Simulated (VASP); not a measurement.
# Zn2CdSe3 (P6_3mc) in VASP: further runs, part 2 of 2

VASP 6.6.1.

### Step 4. Single point, PBE

Contents of INCAR:

```
SYSTEM = Zn2CdSe3
ALGO = Normal ; EDIFF = 1E-6
ENCUT = 520 ; GGA = PE
ISIF = 2 ; ISMEAR = 0
LASPH = .True. ; LCHARG = .False.
LREAL = .False. ; LWAVE = .False.
NBANDS = 66 ; NELM = 100
PREC = Accurate ; SIGMA = 0.1
```

Contents of KPOINTS:

```
k-points
0
Gamma
  6 6 1
  0 0 0
```

Contents of POSCAR:

```
Zn2CdSe3
1.0
    4.1484554214      0.0000000000      0.0000000000
   -2.0742277107      3.5926677814      0.0000000000
    0.0000000000      0.0000000000     20.5700491000
Zn Cd Se
4 2 6
Direct
    0.3333333333      0.6666666667      0.9976820000
    0.3333333333      0.6666666667      0.3387040000
    0.6666666667      0.3333333333      0.4976820000
    0.6666666667      0.3333333333      0.8387040000
    0.3333333333      0.6666666667      0.6705410000
    0.6666666667      0.3333333333      0.1705410000
    0.3333333333      0.6666666667      0.1181550000
    0.3333333333      0.6666666667      0.4596600000
    0.3333333333      0.6666666667      0.8002580000
    0.6666666667      0.3333333333      0.3002580000
    0.6666666667      0.3333333333      0.6181550000
    0.6666666667      0.3333333333      0.9596600000
```

Potentials or basis: VASP PAW PBE potentials, release 64 (Zn, Cd, Se).

Started as:

```bash
> cat potpaw_PBE.64/Zn/POTCAR potpaw_PBE.64/Cd/POTCAR potpaw_PBE.64/Se/POTCAR > POTCAR
> mpirun -np 1 vasp_std > vasp.out
```

OUTCAR:

```text
SYSTEM = Zn2CdSe3
   EDIFF = 1E-6
   ENCUT = 520
   GGA = PE
   ISIF = 2
   ISMEAR = 0
   LASPH = .True.
   LREAL = .False.
   NELM = 100
   PREC = Accurate

 ion  position               nearest neighbor table
   1  0.333  0.667  0.998-   7 2.48  12 2.52  12 2.52  12 2.52
   2  0.333  0.667  0.339-   8 2.49  10 2.52  10 2.52  10 2.52
   3  0.667  0.333  0.498-  11 2.48   8 2.52   8 2.52   8 2.52
   4  0.667  0.333  0.839-  12 2.49   9 2.52   9 2.52   9 2.52
   5  0.333  0.667  0.671-  11 2.63  11 2.63  11 2.63   9 2.67
   6  0.667  0.333  0.171-   7 2.63   7 2.63   7 2.63  10 2.67
   7  0.333  0.667  0.118-   1 2.48   6 2.63   6 2.63   6 2.63
   8  0.333  0.667  0.460-   2 2.49   3 2.52   3 2.52   3 2.52
   9  0.333  0.667  0.800-   4 2.52   4 2.52   4 2.52   5 2.67
  10  0.667  0.333  0.300-   2 2.52   2 2.52   2 2.52   6 2.67
  11  0.667  0.333  0.618-   3 2.48   5 2.63   5 2.63   5 2.63
  12  0.667  0.333  0.960-   4 2.49   1 2.52   1 2.52   1 2.52

  LATTYP: Found a hexagonal cell.
 ALAT       =     4.1484554214
 C/A-ratio  =     4.9584838236

  Lattice vectors:

 A1 = (   4.1484554214,   0.0000000000,   0.0000000000)
 A2 = (  -2.0742277107,   3.5926677814,   0.0000000000)
 A3 = (   0.0000000000,   0.0000000000,  20.5700491000)

Analysis of symmetry for initial positions (statically):
=====================================================================
 Subroutine PRICEL returns:
 Original cell was already a primitive cell.

 Routine SETGRP: Setting up the symmetry group for a
 hexagonal supercell.

 Subroutine GETGRP returns: Found 12 space group operations
 (whereof  6 operations were pure point group operations)
 out of a pool of 24 trial point group operations.

The static configuration has the point symmetry C_3v.
 The point group associated with its full space group is C_6v.

Analysis of symmetry for dynamics (positions and initial velocities):
=====================================================================
 Subroutine PRICEL returns:
 Original cell was already a primitive cell.

 Routine SETGRP: Setting up the symmetry group for a
 hexagonal supercell.

[... 142 lines left out ...]
 maximum number of plane-waves:      8303
 NGX is ok and might be reduce to    32
   NGX = 15   NGY = 15   NGZ = 77

 number of electron     108.0000037 magnetization

 Free energy of the ion-electron system (eV)
  ---------------------------------------------------
  ext. energy  EPLUGINS =         0.00000000
  ---------------------------------------------------
  free energy    TOTEN  =       -34.80151418 eV

  energy without entropy =      -34.80151417  energy(sigma->0) =      -34.80151417

 E-fermi :   1.5404     XC(G=0):  -8.9793

 val. band max:        1.1714316912   @ k =   0.0000   0.0000   0.0000
 cond. band min:       1.9001483058   @ k =   0.0000   0.0000   0.0000
 fundamental gap:      0.7287166146
 Fermi energy:         1.5404114527

 k-point     1 :       0.0000    0.0000    0.0000
  band No.  band energies     occupation
      1     -11.7712      2.00000
      2     -11.7158      2.00000
      3     -11.5006      2.00000
      4     -11.3665      2.00000
      5     -11.1870      2.00000
      6     -11.1074      2.00000
[... 472 lines left out ...]
     65       7.3628      0.00000
     66       7.6103      0.00000

------------------------ aborting loop because EDIFF is reached ----------------------------------------

  FORCE on cell =-STRESS in cart. coord.  units (eV):
  Direction    XX          YY          ZZ          XY          YZ          ZX
  --------------------------------------------------------------------------------------
  -------------------------------------------------------------------------------------
  Total        0.4290160      0.4290160      0.4926313      0.0000000      0.0000000      0.0000000
  in kB        2.2420498      2.2420498      2.5745050      0.0000000      0.0000000      0.0000000
  external PRESSURE =       2.3528682 kB  Pullay stress =       0.0000000 kB

 VOLUME and BASIS-vectors are now :
 -----------------------------------------------------------------------------
  energy-cutoff  :      520.00
  volume of cell :      306.58
      direct lattice vectors                 reciprocal lattice vectors
     4.148455421  0.000000000  0.000000000     0.241053573  0.139172345  0.000000000
    -2.074227711  3.592667781  0.000000000     0.000000000  0.278344690  0.000000000
     0.000000000  0.000000000 20.570049100     0.000000000  0.000000000  0.048614371

 POSITION                                       TOTAL-FORCE (eV/Angst)
 -----------------------------------------------------------------------------------
     -0.00000      2.39511     20.52237        -0.000000     -0.000000     -0.002634
     -0.00000      2.39511      6.96716         0.000000      0.000000      0.001565
      2.07423      1.19756     10.23734         0.000000      0.000000     -0.002634
      2.07423      1.19756     17.25218        -0.000000     -0.000000      0.001565
     -0.00000      2.39511     13.79306         0.000000      0.000000      0.006037
      2.07423      1.19756      3.50804         0.000000     -0.000000      0.006037
     -0.00000      2.39511      2.43045         0.000000      0.000000     -0.018579
     -0.00000      2.39511      9.45523         0.000000     -0.000000     -0.000010
     -0.00000      2.39511     16.46135         0.000000      0.000000      0.013621
      2.07423      1.19756      6.17632        -0.000000      0.000000      0.013621
      2.07423      1.19756     12.71548         0.000000      0.000000     -0.018579
      2.07423      1.19756     19.74025        -0.000000      0.000000     -0.000010
 -----------------------------------------------------------------------------------
    total drift:                               -0.000000     -0.000000      0.003179

  FREE ENERGIE OF THE ION-ELECTRON SYSTEM (eV)
  ---------------------------------------------------
  free  energy   TOTEN  =       -34.8015141778 eV

  energy  without entropy=      -34.8015141702  energy(sigma->0) =      -34.80151417
```

OSZICAR:

```text
N       E                     dE             d eps       ncg     rms          rms(c)
DAV:   1     0.927215566955E+03    0.92722E+03   -0.47859E+04   924   0.172E+03
DAV:   2     0.902062393119E+02   -0.83701E+03   -0.80542E+03   924   0.428E+02
DAV:   3    -0.306931240821E+02   -0.12090E+03   -0.11833E+03  1038   0.154E+02
DAV:   4    -0.367081725335E+02   -0.60150E+01   -0.59739E+01  1054   0.327E+01
DAV:   5    -0.367872035671E+02   -0.79031E-01   -0.78947E-01  1056   0.371E+00    0.122E+01
DAV:   6    -0.348326364881E+02    0.19546E+01   -0.42514E+00  1238   0.278E+01    0.930E+00
DAV:   7    -0.348412273218E+02   -0.85908E-02   -0.36512E+00  1038   0.702E+00    0.329E+00
DAV:   8    -0.348023945348E+02    0.38833E-01   -0.26740E-01  1054   0.353E+00    0.752E-01
DAV:   9    -0.348003194151E+02    0.20751E-02   -0.38986E-02  1094   0.124E+00    0.262E-01
DAV:  10    -0.348009887822E+02   -0.66937E-03   -0.31259E-03  1022   0.552E-01    0.115E-01
DAV:  11    -0.348013226818E+02   -0.33390E-03   -0.44959E-04  1044   0.296E-01    0.604E-02
DAV:  12    -0.348014861241E+02   -0.16344E-03   -0.23786E-04   976   0.109E-01    0.134E-02
DAV:  13    -0.348015069234E+02   -0.20799E-04   -0.31561E-05  1092   0.372E-02    0.634E-03
DAV:  14    -0.348015121301E+02   -0.52067E-05   -0.10712E-05   896   0.175E-02    0.399E-03
DAV:  15    -0.348015140116E+02   -0.18814E-05   -0.24321E-06   764   0.160E-02    0.147E-03
DAV:  16    -0.348015141778E+02   -0.16620E-06   -0.61502E-07   672   0.458E-03
   1 F= -.34801514E+02 E0= -.34801514E+02  d E =-.759345E-08
```

stdout:

```text
POSCAR found type information on POSCAR ZnCdSe
 POSCAR found :  3 types and      12 ions
 scaLAPACK will be used
 LDA part: xc-table for (Slater+PW92), standard interpolation
 POSCAR, INCAR and KPOINTS ok, starting setup
 FFT: planning ... GRIDC
 FFT: planning ... GRID_SOFT
 FFT: planning ... GRID
 WAVECAR not read
 entering main loop
```

It took 6 min on 1 thread of Intel Xeon 8259CL, shared host; peak memory 0.48 GiB.

Results:

```
Free energy            : -34.8015 eV
Pressure               : 0.2 GPa
Largest force          : 0.019 eV/Å
Band gap on the k mesh : 0.73 eV
```

Forces in eV/Å, atoms in the order of the input:
```
Zn   0.000  0.000 -0.003
Zn   0.000  0.000  0.002
Zn   0.000  0.000 -0.003
Zn   0.000  0.000  0.002
Cd   0.000  0.000  0.006
Cd   0.000  0.000  0.006
Se   0.000  0.000 -0.019
Se   0.000  0.000  0.000
Se   0.000  0.000  0.014
Se   0.000  0.000  0.014
Se   0.000  0.000 -0.019
Se   0.000  0.000  0.000
```

Caveat: semilocal functionals underestimate gaps, and a narrow one can read as zero.

### Step 5. Single point, PBE

Contents of INCAR:

```
SYSTEM = Zn2CdSe3
PREC = Accurate ; ENCUT = 520
EDIFF = 1E-6 ; ISMEAR = 0
SIGMA = 0.02 ; LREAL = .False.
LASPH = .True. ; NELM = 100
ALGO = Normal ; ISIF = 2
LWAVE = .False. ; LCHARG = .False.
GGA = PE ; NBANDS = 66
```

Contents of KPOINTS:

```
regular mesh
0
Gamma
  6 6 2
  0 0 0
```

POSCAR is that of step 4.

Started as:

```bash
> cat potpaw_PBE.64/Zn/POTCAR potpaw_PBE.64/Cd/POTCAR potpaw_PBE.64/Se/POTCAR > POTCAR
> mpirun -np 1 vasp_std > vasp.out
```

It took 12 min on 1 thread of Intel Xeon 8259CL, shared host; peak memory 0.56 GiB.

Results (log left out):

- Free energy: -34.8112 eV
- Pressure: 0.2 GPa
- Largest force: 0.019 eV/Å
- Band gap on the k mesh: 0.73 eV

Forces on the atoms (eV/Å):
```
Zn   0.000  0.000 -0.003
Zn   0.000  0.000  0.001
Zn   0.000  0.000 -0.003
Zn   0.000  0.000  0.001
Cd   0.000  0.000  0.006
Cd   0.000  0.000  0.006
Se   0.000  0.000 -0.019
Se   0.000  0.000  0.001
Se   0.000  0.000  0.014
Se   0.000  0.000  0.014
Se   0.000  0.000 -0.019
Se   0.000  0.000  0.001
```

Levels at points of the mesh, in eV from the valence-band top:
```
           k point  band 51  band 52  band 53  band 54  band 55  band 56  band 57  band 58
(0.00, 0.00, 0.00)    -0.08    -0.08     0.00     0.00     0.73     1.87     2.01     2.07
(0.50, 0.00, 0.00)    -1.36    -1.30    -0.95    -0.78     2.45     2.56     2.87     3.10
(0.00, 0.00, 0.50)    -0.04    -0.04    -0.04    -0.04     1.37     1.37     2.00     2.00
(0.50, 0.00, 0.50)    -1.47    -1.47    -0.85    -0.85     2.67     2.67     2.82     2.82
```

Caveat: semilocal functionals underestimate gaps, and a narrow one can read as zero.

### Step 6. The runs side by side

| level | k mesh | cutoff (eV) | smearing | gap on the mesh (eV) | pressure (GPa) | largest force (eV/Å) |
| --- | --- | --- | --- | --- | --- | --- |
| r2SCAN | 6 × 6 × 2 | 550 | gaussian 0.02 eV | 1.25 | -1.7 | 0.04 |
| PBE | 6 × 6 × 1 | 520 | gaussian 0.1 eV | 0.73 | 0.2 | 0.02 |
| PBE | 6 × 6 × 2 | 520 | gaussian 0.02 eV | 0.73 | 0.2 | 0.02 |

Alike in all rows: task single point; potentials or basis VASP PAW PBE potentials, release 64 (Zn, Cd, Se); no spin polarisation; cell as given.

On the cell as given the gap runs from 0.73 eV (PBE) to 1.25 eV (r2SCAN); the meshes differ, which moves gaps too. The pressure there spans -1.7 GPa (r2SCAN) to 0.2 GPa (PBE); a positive pressure means that this level wants a larger cell, a negative one a smaller.

Caveats: semilocal functionals underestimate gaps, and a narrow one can read as zero (at least some runs); the PAW data sets were made with another functional, which shifts forces and pressure a little (at least some runs).

Absolute energies hang on the potentials; compare differences alone.
